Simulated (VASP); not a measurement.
Here is a VASP 6.6.1 calculation.

Contents of POSCAR:

```
Ge
1.0
    0.0000000000      2.7213784961      2.7213784961
    2.7213784961      0.0000000000      2.7213784961
    2.7213784961      2.7213784961      0.0000000000
Ge
2
Direct
    0.5000000000      0.5000000000      0.5000000000
    0.7500000000      0.7500000000      0.7500000000
```

The input INCAR.step1:

```
PREC = Accurate
ENCUT = 550
ISMEAR = 0
SIGMA = 0.02
LREAL = F
LASPH = T
NELM = 120
NBANDS = 21
GGA = PE
ALGO = Normal
EDIFF = 1E-5
LWAVE = T
LCHARG = F
GGA_COMPAT = F
```

The input INCAR.step2:

```
PREC = Accurate
ENCUT = 550
EDIFF = 1E-6
ISMEAR = 0
SIGMA = 0.02
LREAL = F
LASPH = T
NELM = 120
ALGO = Normal
ISIF = 2
LWAVE = F
LCHARG = F
METAGGA = R2SCAN
LMIXTAU = T
NBANDS = 21
ISTART = 1
GGA_COMPAT = F
```

The input KPOINTS:

```
regular mesh
0
Gamma
  12 12 12
```

Potentials or basis: VASP PAW PBE potentials, release 64 (Ge_d).

Launch:

```bash
$ cat potpaw_PBE.64/Ge_d/POTCAR > POTCAR
$ cp INCAR.step1 INCAR
$ mpirun -np 1 vasp_std > vasp.out
$ cp INCAR.step2 INCAR
$ mpirun -np 1 vasp_std > vasp.out
```

Q: Predict the pressure.

A: 12.2 GPa.

Q: What does it give for the band gap on the k mesh?

A: 0.60 eV, indirect (least direct gap 1.57 eV).

Caveat: the PAW data sets were made with another functional, which shifts forces and pressure a little. A k mesh can miss the band edges.
